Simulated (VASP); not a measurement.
A run of VASP 6.6.1 is set up as follows.

Contents of INCAR:

```
SYSTEM = Ni
PREC = Accurate ; ENCUT = 520
EDIFF = 1E-6 ; ISMEAR = -1
SIGMA = 0.05 ; LREAL = .False.
LASPH = .True. ; NELM = 150
ALGO = Normal ; ISIF = 2
LWAVE = .False. ; LCHARG = .True.
MAGMOM = 0 0 1.5 ; LORBIT = 11
LSORBIT = .True. ; GGA_COMPAT = .False.
LORBMOM = .True. ; LMAXMIX = 4
GGA = PE ; LVHAR = .True.
NBANDS = 21
```

Contents of KPOINTS:

```
Automatic mesh
0
Gamma
  18 18 18
  0 0 0
```

File POSCAR:

```
Ni
1.0
    0.0000000000      1.7679500000      1.7679500000
    1.7679500000      0.0000000000      1.7679500000
    1.7679500000      1.7679500000      0.0000000000
Ni
1
Direct
    0.0000000000      0.0000000000      0.0000000000
```

Potentials or basis: VASP PAW PBE potentials, release 64 (Ni).

The run is started by

```bash
$ cat potpaw_PBE.64/Ni/POTCAR > POTCAR
$ mpirun -np 1 vasp_ncl > vasp.out
```

**Question.** Predict the net moment.

**Answer.** 0.61 μB per cell.

**Question.** What does it give for the pressure?

**Answer.** -2.8 GPa.

Moments on the atoms (μB; x, y, z):
```
Ni  0.00 0.00 0.63
```
